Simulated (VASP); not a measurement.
# Al2InAs3 (P3m1) in VASP: density of states with PBE

Aim: the density of states of Al2InAs3 with PBE.

All numbers are computed with VASP 6.6.1; they aren't measurements. Logs are shortened: lines on timing, memory, paths and dates and some standing lists are left out, and cuts for length are marked.

## (1) The cell of the first run

It takes space group P3m1 (No. 156, trigonal). The conventional cell has a = 4.155 Å, b = 4.155 Å, c = 10.190 Å, α = 90.00°, β = 90.00°, γ = 120.00°. Within 3.3 Å of Al (site symmetry 3m) lie 4 As at 2.47 to 2.52 Å. Within 3.3 Å of Al (site symmetry 3m) lie 4 As at 2.49 to 2.52 Å. Within 3.4 Å of In (site symmetry 3m) lie 4 As at 2.61 to 2.67 Å. Within 3.3 Å of As (site symmetry 3m) lie 1 Al at 2.47 Å and 3 In at 2.61 Å. Within 3.3 Å of As (site symmetry 3m) lie 3 Al at 2.52 Å and 1 In at 2.67 Å. Within 3.3 Å of As (site symmetry 3m) lie 4 Al at 2.49 to 2.52 Å.

## (2) Density of states, PBE

The input, POSCAR:

```
Al2InAs3
1.0
    4.1554142228      0.0000000000      0.0000000000
   -2.0777071114      3.5986942802      0.0000000000
    0.0000000000      0.0000000000     10.1899816000
Al In As
2 1 3
Direct
    0.0000000000      0.0000000000      0.0067530000
    0.6666666667      0.3333333333      0.3272110000
    0.3333333333      0.6666666667      0.6649550000
    0.0000000000      0.0000000000      0.7648440000
    0.3333333333      0.6666666667      0.4030270000
    0.6666666667      0.3333333333      0.0832100000
```

The input, INCAR.step1:

```
SYSTEM = Al2InAs3
PREC = Accurate
ENCUT = 520
EDIFF = 1E-7
ISMEAR = 0
SIGMA = 0.02
LREAL = .False.
LASPH = .True.
NELM = 100
ALGO = Normal
ISIF = 2
LWAVE = .False.
LCHARG = .True.
GGA = PE
NBANDS = 26
```

The input, KPOINTS.step1:

```
regular mesh
0
Gamma
  6 6 4
  0 0 0
```

The input, INCAR.step2:

```
SYSTEM = Al2InAs3
PREC = Accurate
ENCUT = 520
EDIFF = 1E-7
ISMEAR = -5
SIGMA = 0.02
LREAL = .False.
LASPH = .True.
NELM = 100
ALGO = Normal
ISIF = 2
LWAVE = .False.
LCHARG = .False.
GGA = PE
LORBIT = 10
NEDOS = 2001
ICHARG = 11
```

The input, KPOINTS.step2:

```
regular mesh
0
Gamma
  9 9 6
  0 0 0
```

Potentials or basis: VASP PAW PBE potentials, release 64 (Al, In_d, As).

On the command line:

```console
> cat potpaw_PBE.64/Al/POTCAR potpaw_PBE.64/In_d/POTCAR potpaw_PBE.64/As/POTCAR > POTCAR
> cp INCAR.step1 INCAR
> cp KPOINTS.step1 KPOINTS
> mpirun -np 1 vasp_std > vasp.out
> cp INCAR.step2 INCAR
> cp KPOINTS.step2 KPOINTS
> mpirun -np 1 vasp_std > vasp.out
```

OUTCAR:

```text
SYSTEM = Al2InAs3
   PREC = Accurate
   ENCUT = 520
   EDIFF = 1E-7
   ISMEAR = -5
   LREAL = .False.
   LASPH = .True.
   NELM = 100
   ISIF = 2
   GGA = PE
   LORBIT = 10
   ICHARG = 11

 ion  position               nearest neighbor table
   1  0.000  0.000  0.007-   4 2.47   6 2.52   6 2.52   6 2.52
   2  0.667  0.333  0.327-   6 2.49   5 2.52   5 2.52   5 2.52
   3  0.333  0.667  0.665-   4 2.61   4 2.61   4 2.61   5 2.67
   4  0.000  0.000  0.765-   1 2.47   3 2.61   3 2.61   3 2.61
   5  0.333  0.667  0.403-   2 2.52   2 2.52   2 2.52   3 2.67
   6  0.667  0.333  0.083-   2 2.49   1 2.52   1 2.52   1 2.52

  LATTYP: Found a hexagonal cell.
 ALAT       =     4.1554142228
 C/A-ratio  =     2.4522180109

  Lattice vectors:

 A1 = (   4.1554142228,   0.0000000000,   0.0000000000)
 A2 = (  -2.0777071114,   3.5986942802,   0.0000000000)
 A3 = (   0.0000000000,   0.0000000000,  10.1899816000)

Analysis of symmetry for initial positions (statically):
=====================================================================
 Subroutine PRICEL returns:
 Original cell was already a primitive cell.

 Routine SETGRP: Setting up the symmetry group for a
 hexagonal supercell.

 Subroutine GETGRP returns: Found  6 space group operations
 (whereof  6 operations were pure point group operations)
 out of a pool of 24 trial point group operations.

The static configuration has the point symmetry C_3v.

Analysis of symmetry for dynamics (positions and initial velocities):
=====================================================================
 Subroutine PRICEL returns:
 Original cell was already a primitive cell.

 Routine SETGRP: Setting up the symmetry group for a
 hexagonal supercell.

 Subroutine GETGRP returns: Found  6 space group operations
 (whereof  6 operations were pure point group operations)
 out of a pool of 24 trial point group operations.

The dynamic configuration has the point symmetry C_3v.

 Subroutine INISYM returns: Found  6 space group operations
 (whereof  6 operations are pure point group operations),
 and found     1 'primitive' translations

----------------------------------------------------------------------------------------

                                     Primitive cell

  volume of cell :     152.3817

  direct lattice vectors                    reciprocal lattice vectors
[... 110 lines left out ...]
   EMIN   =  10.00;   EMAX   =-10.00  energy-range for DOS
   EFERMI =   0.00;   METHOD = LEGACY
   ISMEAR =    -5;   SIGMA  =   0.02  broadening in eV -4-tet -1-fermi 0-gaus
   EFERMI_NEDOS =   21; number of points for ismear=-14 and -15
   IALGO  =     38    algorithm
   IMIX   =      4    mixing-type and parameters
     AMIX     =   0.40;   BMIX     =  1.00
     AMIX_MAG =   1.60;   BMIX_MAG =  1.00
  volume/ion in A,a.u.               =      25.40       171.39
  Fermi-wavevector in a.u.,A,eV,Ry     =   0.992941  1.876387 13.414425  0.985932
  Thomas-Fermi vector in A             =   2.124788
   LORBIT       =     10    0 simple, 1 ext, 2 COOP (PROOUT), +10 PAW based schemes
   GGA     = PE    functional components
   LHFCALC =     F    Hartree Fock is set to
   AEXX    =    0.0000 exact exchange contribution
   IVDW    =     0    specifies the selected vdW correction
   LEPSILON=     F    determine dielectric tensor
   LRPA    =     F    only Hartree local field effects (RPA)
 non-spin polarized calculation
 Fermi weights with tetrahedron method with Bloechl corrections
  energy-cutoff  :      520.00
  volume of cell :      152.38
 maximum number of plane-waves:      4142
 NGX is ok and might be reduce to    32

 number of electron      33.9999998 magnetization

 Free energy of the ion-electron system (eV)
  ---------------------------------------------------
  ext. energy  EPLUGINS =         0.00000000
  ---------------------------------------------------
  free energy    TOTEN  =       -26.34234558 eV

  energy without entropy =      -26.34234558  energy(sigma->0) =      -26.34234558

 E-fermi :   3.9950     XC(G=0):  -8.8962

 val. band max:        3.9939012939   @ k =   0.0000   0.0000   0.0000
 cond. band min:       4.6449963875   @ k =   0.0000   0.0000   0.0000
 fundamental gap:      0.6510950937
 Fermi energy:         3.9949907204

 k-point     1 :       0.0000    0.0000    0.0000
  band No.  band energies     occupation
      1     -10.3039      2.00000
      2     -10.2516      2.00000
      3     -10.2516      2.00000
      4     -10.1371      2.00000
      5     -10.1371      2.00000
      6      -7.8700      2.00000
[... 565 lines left out ...]
     20       7.1219      0.00000
     21       7.5065      0.00000

 [... further k-points ...]

------------------------ aborting loop because EDIFF is reached ----------------------------------------

  FORCE on cell =-STRESS in cart. coord.  units (eV):
  Direction    XX          YY          ZZ          XY          YZ          ZX
  --------------------------------------------------------------------------------------
  -------------------------------------------------------------------------------------
  Total        0.0714492      0.0714492      0.1488526      0.0000000      0.0000000      0.0000000
  in kB        0.7512342      0.7512342      1.5650718      0.0000000      0.0000000      0.0000000
  external PRESSURE =       1.0225134 kB  Pullay stress =       0.0000000 kB

 VOLUME and BASIS-vectors are now :
 -----------------------------------------------------------------------------
  energy-cutoff  :      520.00
  volume of cell :      152.38
      direct lattice vectors                 reciprocal lattice vectors
     4.155414223  0.000000000  0.000000000     0.240649896  0.138939282  0.000000000
    -2.077707111  3.598694280  0.000000000     0.000000000  0.277878564  0.000000000
     0.000000000  0.000000000 10.189981600     0.000000000  0.000000000  0.098135604

 POSITION                                       TOTAL-FORCE (eV/Angst)
 -----------------------------------------------------------------------------------
      0.00000      0.00000      0.06881        -0.000000      0.000000      0.002871
      2.07771      1.19956      3.33427        -0.000000      0.000000     -0.002011
     -0.00000      2.39913      6.77588         0.000000     -0.000000     -0.003777
      0.00000      0.00000      7.79375        -0.000000      0.000000     -0.005105
     -0.00000      2.39913      4.10684        -0.000000      0.000000      0.007321
      2.07771      1.19956      0.84791        -0.000000      0.000000      0.000700
 -----------------------------------------------------------------------------------
    total drift:                                0.004397     -0.002538     -0.002162

  FREE ENERGIE OF THE ION-ELECTRON SYSTEM (eV)
  ---------------------------------------------------
  free  energy   TOTEN  =       -26.3423455795 eV

  energy  without entropy=      -26.3423455795  energy(sigma->0) =      -26.34234558

 total charge

# of ion       s       p       d       tot
------------------------------------------
    1        0.404   0.341   0.000   0.746
    2        0.404   0.342   0.000   0.746
    3        0.846   0.738   9.889  11.473
    4        1.211   1.608   0.023   2.842
    5        1.202   1.598   0.021   2.821
    6        1.198   1.624   0.022   2.844
--------------------------------------------------
tot          5.265   6.250   9.955  21.471
```

OUTCAR.step1:

```text
SYSTEM = Al2InAs3
   PREC = Accurate
   ENCUT = 520
   EDIFF = 1E-7
   ISMEAR = 0
   LREAL = .False.
   LASPH = .True.
   NELM = 100
[... 930 lines left out ...]
      0.00000      0.00000      7.79375        -0.000000     -0.000000     -0.002911
     -0.00000      2.39913      4.10684        -0.000000     -0.000000      0.002093
      2.07771      1.19956      0.84791        -0.000000     -0.000000     -0.002184
 -----------------------------------------------------------------------------------
    total drift:                                0.000001     -0.000000      0.000038

  FREE ENERGIE OF THE ION-ELECTRON SYSTEM (eV)
  ---------------------------------------------------
  free  energy   TOTEN  =       -26.3238670157 eV

  energy  without entropy=      -26.3238670157  energy(sigma->0) =      -26.32386702
```

Run time: 3.7 min. Hardware: 1 thread of Intel Xeon Platinum 8259CL at 2.50GHz (Skylake/Cascade Lake), shared host; peak memory 0.4 GiB.

What came out:

* Valence electrons inside the program's atomic spheres: Al 0.75; In 11.47; As 2.84, 2.82

Levels at points of the mesh, in eV from the valence-band top:
```
           k point  band 14  band 15  band 16  band 17  band 18  band 19  band 20  band 21
(0.00, 0.00, 0.00)    -0.89    -0.32     0.00     0.00     0.65     1.34     1.76     3.77
(0.00, 0.00, 0.50)    -0.79    -0.79    -0.09    -0.09     1.28     1.67     1.98     4.00
```

Caveat: spin-orbit coupling is left out, which moves the levels of the heavy elements.
